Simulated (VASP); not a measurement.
# Au (Pm-3m) in VASP: further runs

The runs below take Au through relaxation of cell and atoms, single point, with PBE.

All numbers are computed with VASP 6.6.1; they aren't measurements. Logs are shortened: lines on timing, memory, paths and dates and some standing lists are left out, and cuts for length are marked.

### 1 The cell of the first run

Symmetry: Pm-3m, No. 221, cubic system. The conventional cell has a = 2.668 Å, b = 2.668 Å, c = 2.668 Å, α = 90.00°, β = 90.00°, γ = 90.00°. Within 3.5 Å of Au (site symmetry m-3m) lie 6 Au at 2.67 Å.

### 2 Relaxation of cell and atoms, PBE

File INCAR:

```
  ALGO = Fast
  EDIFF = 1E-6
  EDIFFG = -0.04
  ENCUT = 600
  GGA = PE
  IBRION = 2
  ISIF = 3
  ISMEAR = 0
  LASPH = True
  LCHARG = False
  LREAL = False
  LWAVE = False
  NELM = 80
  NSW = 90
  PREC = Accurate
  SIGMA = 0.1
```

File KPOINTS:

```
k-points
0
Gamma
  6 6 6
```

File POSCAR:

```
Au
1.0
    2.6683366361      0.0000000000      0.0000000000
    0.0000000000      2.6683366361      0.0000000000
    0.0000000000      0.0000000000      2.6683366361
Au
1
Direct
    0.0000000000      0.0000000000      0.0000000000
```

Potentials or basis: VASP PAW PBE potentials, release 64 (Au).

Command:

```sh
$ cat potpaw_PBE.64/Au/POTCAR > POTCAR
$ mpirun -np 1 vasp_std > vasp.out
```

OUTCAR:

```text
EDIFF = 1E-6
   EDIFFG = -0.04
   ENCUT = 600
   GGA = PE
   IBRION = 2
   ISIF = 3
   ISMEAR = 0
   LASPH = True
   LREAL = False
   NELM = 80
   NSW = 90
   PREC = Accurate

 ion  position               nearest neighbor table
   1  0.000  0.000  0.000-

  LATTYP: Found a simple cubic cell.
 ALAT       =     2.6683366361

  Lattice vectors:

 A1 = (   2.6683366361,   0.0000000000,   0.0000000000)
 A2 = (   0.0000000000,   2.6683366361,   0.0000000000)
 A3 = (   0.0000000000,   0.0000000000,   2.6683366361)

Analysis of symmetry for initial positions (statically):
=====================================================================
 Subroutine PRICEL returns:
 Original cell was already a primitive cell.

 Routine SETGRP: Setting up the symmetry group for a
 simple cubic supercell.

 Subroutine GETGRP returns: Found 48 space group operations
 (whereof 48 operations were pure point group operations)
 out of a pool of 48 trial point group operations.

The static configuration has the point symmetry O_h .

Analysis of symmetry for dynamics (positions and initial velocities):
=====================================================================
 Subroutine PRICEL returns:
 Original cell was already a primitive cell.

 Routine SETGRP: Setting up the symmetry group for a
 simple cubic supercell.

 Subroutine GETGRP returns: Found 48 space group operations
 (whereof 48 operations were pure point group operations)
 out of a pool of 48 trial point group operations.

The dynamic configuration has the point symmetry O_h .

 Subroutine INISYM returns: Found 48 space group operations
 (whereof 48 operations are pure point group operations),
 and found     1 'primitive' translations

----------------------------------------------------------------------------------------

                                     Primitive cell

  volume of cell :      18.9986

  direct lattice vectors                    reciprocal lattice vectors
     2.668336636  0.000000000  0.000000000     0.374765308  0.000000000  0.000000000
     0.000000000  2.668336636  0.000000000     0.000000000  0.374765308  0.000000000
     0.000000000  0.000000000  2.668336636     0.000000000  0.000000000  0.374765308

  length of vectors
     2.668336636  2.668336636  2.668336636     0.374765308  0.374765308  0.374765308

  position of ions in fractional coordinates (direct lattice)
     0.000000000  0.000000000  0.000000000

  ion indices of the primitive-cell ions
   primitive index   ion index
                 1           1

----------------------------------------------------------------------------------------

 KPOINTS: k-points

Automatic generation of k-mesh.
 Grid dimensions read from file:
 generate k-points for:    6    6    6

 Generating k-lattice:

  Cartesian coordinates                     Fractional coordinates (reciprocal lattice)
     0.062460885  0.000000000  0.000000000     0.166666667  0.000000000  0.000000000
     0.000000000  0.062460885  0.000000000     0.000000000  0.166666667  0.000000000
     0.000000000  0.000000000  0.062460885     0.000000000  0.000000000  0.166666667

  Length of vectors
     0.062460885  0.062460885  0.062460885

  Shift w.r.t. Gamma in fractional coordinates (k-lattice)
     0.000000000  0.000000000  0.000000000

 Subroutine IBZKPT returns following result:
 ===========================================

 Found     20 irreducible k-points:

 Following reciprocal coordinates:
            Coordinates               Weight
  0.000000  0.000000  0.000000      1.000000
  0.166667  0.000000  0.000000      6.000000
  0.333333  0.000000  0.000000      6.000000
  0.500000  0.000000  0.000000      3.000000
  0.166667  0.166667  0.000000     12.000000
  0.333333  0.166667  0.000000     24.000000
[... 12 lines left out ...]
  0.500000  0.500000  0.333333      6.000000
  0.500000  0.500000  0.500000      1.000000
   k-points           NKPTS =     20   k-points in BZ     NKDIM =     20   number of bands    NBANDS=      9
   number of dos      NEDOS =    301   number of ions     NIONS =      1
   total plane-waves  NPLWV =  13824
   dimension x,y,z NGX =    24 NGY =   24 NGZ =   24
   dimension x,y,z NGXF=    48 NGYF=   48 NGZF=   48
   ions per type =               1
   NGX,Y,Z   is equivalent  to a cutoff of  14.95, 14.95, 14.95 a.u.
   NGXF,Y,Z  is equivalent  to a cutoff of  29.91, 29.91, 29.91 a.u.
 SYSTEM =  unknown system
   PREC   = accura    normal or accurate (medium, high low for compatibility)
   ISTART =      0    job   : 0-new  1-cont  2-samecut
   ICHARG =      2    charge: 1-file 2-atom 10-const
   ISPIN  =      1    spin polarized calculation?
   LNONCOLLINEAR =      F non collinear calculations
   LSORBIT =      F    spin-orbit coupling
   LASPH  =      T    aspherical Exc in radial PAW
   ENCUT  =  600.0 eV  44.10 Ry    6.64 a.u.   5.33  5.33  5.33*2*pi/ulx,y,z
   NELM   =     80;   NELMIN=  2; NELMDL= -5     # of ELM steps
   EDIFF  = 0.1E-05   stopping-criterion for ELM
   LREAL  =      F    real-space projection
   EDIFFG = -.4E-01   stopping-criterion for IOM
   NSW    =     90    number of steps for IOM
   IBRION =      2    ionic relax: 0-MD 1-quasi-New 2-CG
   NFREE  =      1    steps in history (QN), initial steepest desc. (CG)
   ISIF   =      3    stress and relaxation
   ISYM   =      2    0-nonsym 1-usesym 2-fastsym
   POTIM  = 0.5000    time-step for ionic-motion
   TEBEG  =    0.0;   TEEND  =   0.0 temperature during run
   PSTRESS=    0.0 pullay stress
   NELECT =      11.0000    total number of electrons
   NUPDOWN=      -1.0000    fix difference up-down
   EMIN   =  10.00;   EMAX   =-10.00  energy-range for DOS
   EFERMI =   0.00;   METHOD = LEGACY
   ISMEAR =     0;   SIGMA  =   0.10  broadening in eV -4-tet -1-fermi 0-gaus
   EFERMI_NEDOS =   21; number of points for ismear=-14 and -15
   IALGO  =     68    algorithm
   IMIX   =      4    mixing-type and parameters
     AMIX     =   0.40;   BMIX     =  1.00
     AMIX_MAG =   1.60;   BMIX_MAG =  1.00
  volume/ion in A,a.u.               =      19.00       128.21
  Fermi-wavevector in a.u.,A,eV,Ry     =   1.364474  2.578481 25.331163  1.861788
  Thomas-Fermi vector in A             =   2.490786
   LORBIT       =      0    0 simple, 1 ext, 2 COOP (PROOUT), +10 PAW based schemes
   GGA     = PE    functional components
   LHFCALC =     F    Hartree Fock is set to
   AEXX    =    0.0000 exact exchange contribution
   IVDW    =     0    specifies the selected vdW correction
   LEPSILON=     F    determine dielectric tensor
   LRPA    =     F    only Hartree local field effects (RPA)
 conjugate gradient relaxation of ions
 non-spin polarized calculation
 RMM-DIIS sequential band-by-band and
 Gauss-broadening in eV      SIGMA  =   0.10
  energy-cutoff  :      600.00
  volume of cell :       19.00
 maximum number of plane-waves:       655
 NGX is ok and might be reduce to    24
   NGX = 11   NGY = 11   NGZ = 11

--------------------------------------- Ionic step        1  -------------------------------------------

 number of electron      10.9999998 magnetization

 Free energy of the ion-electron system (eV)
  ---------------------------------------------------
  ext. energy  EPLUGINS =         0.00000000
  ---------------------------------------------------
  free energy    TOTEN  =        -3.03093654 eV

  energy without entropy =       -3.02747957  energy(sigma->0) =       -3.02920805

------------------------ aborting loop because EDIFF is reached ----------------------------------------

  FORCE on cell =-STRESS in cart. coord.  units (eV):
  Direction    XX          YY          ZZ          XY          YZ          ZX
  --------------------------------------------------------------------------------------
  -------------------------------------------------------------------------------------
  Total        1.1152897      1.1152897      1.1152897      0.0000000     -0.0000000      0.0000000
  in kB       94.0538187     94.0538187     94.0538187      0.0000000     -0.0000000      0.0000000
  external PRESSURE =      94.0538187 kB  Pullay stress =       0.0000000 kB

 VOLUME and BASIS-vectors are now :
 -----------------------------------------------------------------------------
  energy-cutoff  :      600.00
  volume of cell :       19.00
      direct lattice vectors                 reciprocal lattice vectors
     2.668336636  0.000000000  0.000000000     0.374765308  0.000000000  0.000000000
     0.000000000  2.668336636  0.000000000     0.000000000  0.374765308  0.000000000
     0.000000000  0.000000000  2.668336636     0.000000000  0.000000000  0.374765308

 POSITION                                       TOTAL-FORCE (eV/Angst)
 -----------------------------------------------------------------------------------
      0.00000      0.00000      0.00000         0.000000      0.000000      0.000000
 -----------------------------------------------------------------------------------
    total drift:                               -0.000000     -0.000000      0.000000

  FREE ENERGIE OF THE ION-ELECTRON SYSTEM (eV)
  ---------------------------------------------------
  free  energy   TOTEN  =        -3.0309365364 eV

  energy  without entropy=       -3.0274795662  energy(sigma->0) =       -3.02920805
[... 15 lines left out ...]
 VOLUME and BASIS-vectors are now :
 -----------------------------------------------------------------------------
  energy-cutoff  :      600.00
  volume of cell :       22.23
      direct lattice vectors                 reciprocal lattice vectors
     2.811905254  0.000000000  0.000000000     0.355630759 -0.000000000  0.000000000
     0.000000000  2.811905254  0.000000000    -0.000000000  0.355630759  0.000000000
    -0.000000000 -0.000000000  2.811905254    -0.000000000 -0.000000000  0.355630759

 POSITION                                       TOTAL-FORCE (eV/Angst)
 -----------------------------------------------------------------------------------
      0.00000      0.00000      0.00000        -0.000000     -0.000000      0.000000
 -----------------------------------------------------------------------------------
    total drift:                                0.000000      0.000000      0.000000

  FREE ENERGIE OF THE ION-ELECTRON SYSTEM (eV)
  ---------------------------------------------------
  free  energy   TOTEN  =        -3.0299079065 eV

  energy  without entropy=       -3.0226383522  energy(sigma->0) =       -3.02627313

--------------------------------------- Ionic step        3  -------------------------------------------

 number of electron      11.0000002 magnetization

 Free energy of the ion-electron system (eV)
  ---------------------------------------------------
  ext. energy  EPLUGINS =         0.00000000
  ---------------------------------------------------
  free energy    TOTEN  =        -3.06750115 eV

  energy without entropy =       -3.05982962  energy(sigma->0) =       -3.06366538

 E-fermi :   6.1437     XC(G=0): -11.5205

 val. band max:        6.1232153352   @ k =   0.5000   0.5000   0.1667
 cond. band min:       6.1698419329   @ k =   0.5000   0.5000   0.3333
 fundamental gap:      0.0466265977
 Fermi energy:         6.1437117644

 k-point     1 :       0.0000    0.0000    0.0000
  band No.  band energies     occupation
      1      -1.4045      2.00000
      2       0.6947      2.00000
      3       0.6947      2.00000
      4       4.9484      2.00000
      5       4.9484      2.00000
      6       4.9484      2.00000
      7      20.3967      0.00000
      8      20.3967      0.00000
      9      20.3967      0.00000

 k-point     2 :       0.1667    0.0000    0.0000
  band No.  band energies     occupation
      1      -0.7902      2.00000
      2       0.7910      2.00000
      3       1.2690      2.00000
      4       4.5429      2.00000
      5       4.5429      2.00000
      6       4.9822      2.00000
      7      16.6892      0.00000
      8      21.4522      0.00000
      9      21.4522      0.00000

 k-point     3 :       0.3333    0.0000    0.0000
  band No.  band energies     occupation
      1       0.2315      2.00000
      2       0.9909      2.00000
      3       3.3745      2.00000
      4       3.8231      2.00000
      5       3.8231      2.00000
      6       5.0506      2.00000
      7      11.8832      0.00000
      8      23.7102      0.00000
      9      23.8711      0.00000
[... 215 lines left out ...]
 VOLUME and BASIS-vectors are now :
 -----------------------------------------------------------------------------
  energy-cutoff  :      600.00
  volume of cell :       20.44
      direct lattice vectors                 reciprocal lattice vectors
     2.734365241  0.000000000  0.000000000     0.365715591 -0.000000000  0.000000000
     0.000000000  2.734365241  0.000000000    -0.000000000  0.365715591  0.000000000
    -0.000000000 -0.000000000  2.734365241    -0.000000000 -0.000000000  0.365715591

 POSITION                                       TOTAL-FORCE (eV/Angst)
 -----------------------------------------------------------------------------------
      0.00000      0.00000      0.00000        -0.000000      0.000000      0.000000
 -----------------------------------------------------------------------------------
    total drift:                               -0.000000     -0.000000      0.000000

  FREE ENERGIE OF THE ION-ELECTRON SYSTEM (eV)
  ---------------------------------------------------
  free  energy   TOTEN  =        -3.0675011525 eV

  energy  without entropy=       -3.0598296166  energy(sigma->0) =       -3.06366538

 reached required accuracy - stopping structural energy minimisation
```

Run time: 6.4 s. Hardware: 1 thread of Intel Xeon 6975P-C (Granite Rapids), shared host; peak memory 0.15 GiB.

Results:

```
Free energy                            : -3.0675 eV
Relaxed volume                         : 20.44 Å³/atom
Relaxed cell                           : a = 2.734 Å, b = 2.734 Å, c = 2.734 Å, α = 90.00°, β = 90.00°, γ = 90.00°
Space group after relaxing (to 0.05 Å) : Pm-3m (No. 221)
Energy gained by relaxing              : 36.6 meV/atom
Ionic steps                            : 3
Pressure after relaxing                : -0.3 GPa
```

Step by step:
| step | energy change (eV) | largest force (eV/Å) | pressure (GPa) | volume (Å³) |
| --- | --- | --- | --- | --- |
| 1 | 0.0000 | 0.0000 | 9.41 | 19.00 |
| 2 | 0.0010 | 0.0000 | -6.02 | 22.23 |
| 3 | -0.0366 | 0.0000 | -0.25 | 20.44 |

Final structure:
```yaml
crystal:
  lattice:
    - [2.73437, 0.00000, 0.00000]
    - [0.00000, 2.73437, 0.00000]
    - [0.00000, 0.00000, 2.73437]
  atoms:
    - { symbol: Au, position: [0.00000, 0.00000, 0.00000] }
```

Levels at points of the mesh, in eV from the Fermi level:
```
           k point  band 3  band 4  band 5  band 6  band 7  band 8
(0.00, 0.00, 0.00)   -5.45   -1.20   -1.20   -1.20   14.25   14.25
(0.50, 0.00, 0.00)   -2.65   -2.65   -1.06   -0.14    2.37   16.69
(0.50, 0.50, 0.00)   -2.39   -2.39   -0.04    4.17    4.17    6.80
(0.50, 0.50, 0.50)   -4.70    0.05    0.05    8.79    8.79    8.79
```

Caveat: the k points lie up to 0.38 Å⁻¹ apart in the final cell; spin-orbit coupling is left out, which moves the levels of the heavy elements.

### 3 Single point, PBE

This run uses another cell than the first one, of 20.76 Å³/atom, 1.093 times its volume.

File INCAR:

```
SYSTEM = Au
PREC = Accurate
ENCUT = 520
EDIFF = 1E-7
ISMEAR = 0
SIGMA = 0.1
LREAL = .False.
LASPH = .True.
NELM = 80
ALGO = Normal
ISIF = 2
LWAVE = .False.
LCHARG = .False.
GGA = PE
NBANDS = 12
```

File KPOINTS:

```
Automatic mesh
0
Gamma
  20 20 20
  0 0 0
```

File POSCAR:

```
Au
1.0
    2.7483691494      0.0000000000      0.0000000000
    0.0000000000      2.7483691494      0.0000000000
    0.0000000000      0.0000000000      2.7483691494
Au
1
Direct
    0.0000000000      0.0000000000      0.0000000000
```

Potentials or basis: VASP PAW PBE potentials, release 64 (Au).

Command:

```sh
$ cat potpaw_PBE.64/Au/POTCAR > POTCAR
$ mpirun -np 1 vasp_std > vasp.out
```

Run time: 18 s. Hardware: 1 thread of Intel Xeon 6975P-C (Granite Rapids), shared host; peak memory 0.18 GiB.

Results (log left out):

```
Free energy : -3.0231 eV
Pressure    : -0.2 GPa
```

Levels at points of the mesh, in eV from the Fermi level:
| k point | band 1 | band 2 | band 3 | band 4 | band 5 | band 6 | band 7 | band 8 | band 9 | band 10 |
| --- | --- | --- | --- | --- | --- | --- | --- | --- | --- | --- |
| (0.00, 0.00, 0.00) | -7.71 | -5.57 | -5.57 | -1.41 | -1.41 | -1.41 | 13.87 | 13.87 | 13.87 | 18.68 |
| (0.50, 0.00, 0.00) | -5.65 | -5.17 | -2.83 | -2.83 | -1.27 | -0.38 | 2.07 | 16.36 | 18.46 | 18.97 |
| (0.50, 0.50, 0.00) | -5.50 | -4.83 | -2.58 | -2.58 | -0.27 | 3.88 | 3.88 | 6.41 | 11.48 | 20.52 |
| (0.50, 0.50, 0.50) | -4.84 | -4.84 | -4.84 | -0.18 | -0.18 | 8.44 | 8.44 | 8.44 | 10.21 | 12.15 |

Caveat: spin-orbit coupling is left out, which moves the levels of the heavy elements.

[end of part 1 of 2]
